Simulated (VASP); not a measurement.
Input of a VASP 6.6.1 run:

INCAR

```
PREC = Accurate
ENCUT = 520
EDIFF = 1E-6
ISMEAR = 0
SIGMA = 0.1
LREAL = F
LASPH = T
NELM = 80
ALGO = Normal
ISIF = 2
LWAVE = F
LCHARG = F
LDIPOL = T
IDIPOL = 3
DIPOL = 0.5 0.5 0.500
GGA = PE
NBANDS = 69
```

The input KPOINTS:

```
Automatic mesh
0
Gamma
  11 11 1
```

Contents of POSCAR:

```
TiC
1.0
    3.0637674445      0.0000000000      0.0000000000
    0.0000000000      3.0637674445      0.0000000000
    0.0000000000      0.0000000000     27.9984644158
Ti C
7 7
Direct
    0.5000000000      0.5000000000      0.2707017157
    0.0000000000      0.0000000000      0.3460518251
    0.5000000000      0.5000000000      0.4229313922
    0.0000000000      0.0000000000      0.5000000017
    0.5000000000      0.5000000000      0.5770686106
    0.0000000000      0.0000000000      0.6539481745
    0.5000000000      0.5000000000      0.7292982814
    0.0000000000      0.0000000000      0.2666121224
    0.5000000000      0.5000000000      0.3448626893
    0.0000000000      0.0000000000      0.4223044638
    0.5000000000      0.5000000000      0.5000000020
    0.0000000000      0.0000000000      0.5776955392
    0.5000000000      0.5000000000      0.6551373085
    0.0000000000      0.0000000000      0.7333878735
```

Potentials or basis: VASP PAW PBE potentials, release 64 (Ti_sv, C).

Command:

```bash
$ cat potpaw_PBE.64/Ti_sv/POTCAR potpaw_PBE.64/C/POTCAR > POTCAR
$ mpirun -np 1 vasp_std > vasp.out
```

Predict the largest force.

0.009 eV/Å.

What does it give for the band gap on the k mesh?

Zero (bands 56 and 57 overlap by 0.78 eV).

Forces on the atoms (eV/Å):
```
Ti   0.000  0.000 -0.005
Ti   0.000  0.000 -0.003
Ti   0.000  0.000  0.001
Ti   0.000  0.000  0.000
Ti   0.000  0.000 -0.001
Ti   0.000  0.000  0.003
Ti   0.000  0.000  0.005
C    0.000  0.000 -0.009
C    0.000  0.000  0.001
C    0.000  0.000  0.001
C    0.000  0.000  0.000
C    0.000  0.000 -0.001
C    0.000  0.000 -0.001
C    0.000  0.000  0.009
```
